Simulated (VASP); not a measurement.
Wanted: the native input for a VASP 6.6.1 run.

```yaml
Task: single point
Functional: PBE
Potentials_or_basis: VASP PAW PBE potentials, release 64 (Zn, Sb)
Cutoff: 520 eV
k_mesh: 8 × 8 × 6
Occupations: gaussian, width 0.1 eV
Spin: no spin polarisation
Dipole_correction: no
Further_INCAR_settings: ALGO = Fast; EDIFF = 1e-06; NBANDS = 38
```

The structure of Zn2Sb lies in POSCAR:

```
Zn2Sb
1.0
    4.8063010148      0.0000000000      0.0000000000
    0.0000000000      4.8063010148      0.0000000000
    0.0000000000      0.0000000000      5.7450437305
Zn Sb
4 2
Direct
    0.0000000000      0.0000000000      0.0000000000
    0.5000000000      0.5000000000      0.0000000000
    0.0000000000      0.5000000000      0.2647267867
    0.5000000000      0.0000000000      0.7352732133
    0.0000000000      0.5000000000      0.7383642300
    0.5000000000      0.0000000000      0.2616357700
```

One way to write it, as run:

INCAR

```
  PREC = Accurate
  ENCUT = 520
  EDIFF = 1E-6
  ISMEAR = 0
  SIGMA = 0.1
  LREAL = F
  LASPH = T
  NELM = 80
  ALGO = Fast
  ISIF = 2
  LWAVE = F
  LCHARG = F
  GGA = PE
  NBANDS = 38
```

KPOINTS

```
Automatic mesh
0
Gamma
  8 8 6
```

Potentials or basis: VASP PAW PBE potentials, release 64 (Zn, Sb).

Run with:

```sh
$ cat potpaw_PBE.64/Zn/POTCAR potpaw_PBE.64/Sb/POTCAR > POTCAR
$ mpirun -np 1 vasp_std > vasp.out
```

It gave:

```
Pressure               : 0.2 GPa
Largest force          : 0.009 eV/Å
Band gap on the k mesh : zero (bands 29 and 30 overlap by 4.69 eV)
```

Caveat: spin-orbit coupling is left out, which moves the levels of the heavy elements.

Wall time 91 s on 1 thread of Intel(R) Xeon(R) 6975P-C (Granite Rapids) (shared host), peak memory 0.4 GiB.
